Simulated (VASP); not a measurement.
Input of a VASP 6.6.1 run:

File INCAR:

```
SYSTEM = Al2Au
  ALGO = Normal
  EDIFF = 1E-6
  ENCUT = 520
  GGA = CA
  ISIF = 2
  ISMEAR = -1
  LASPH = .TRUE.
  LCHARG = .TRUE.
  LELF = .TRUE.
  LREAL = .FALSE.
  LVHAR = .TRUE.
  LWAVE = .FALSE.
  NBANDS = 16
  NELM = 100
  PREC = Accurate
  SIGMA = 0.05
```

The input KPOINTS:

```
k-points
0
G
  8 8 8
  0 0 0
```

POSCAR

```
Al2Au
1.0
    0.0000000000      3.0394782115      3.0394782115
    3.0394782115      0.0000000000      3.0394782115
    3.0394782115      3.0394782115      0.0000000000
Au Al
1 2
Direct
    0.0000000000      0.0000000000      0.0000000000
    0.7500000000      0.7500000000      0.7500000000
    0.2500000000      0.2500000000      0.2500000000
```

Potentials or basis: VASP PAW LDA potentials, release 64 (Au, Al).

The run is started by

```bash
$ cat potpaw_LDA.64/Au/POTCAR potpaw_LDA.64/Al/POTCAR > POTCAR
$ mpirun -np 1 vasp_std > vasp.out
```

Problem. What does it give for the pressure?

Solution. -6.3 GPa.
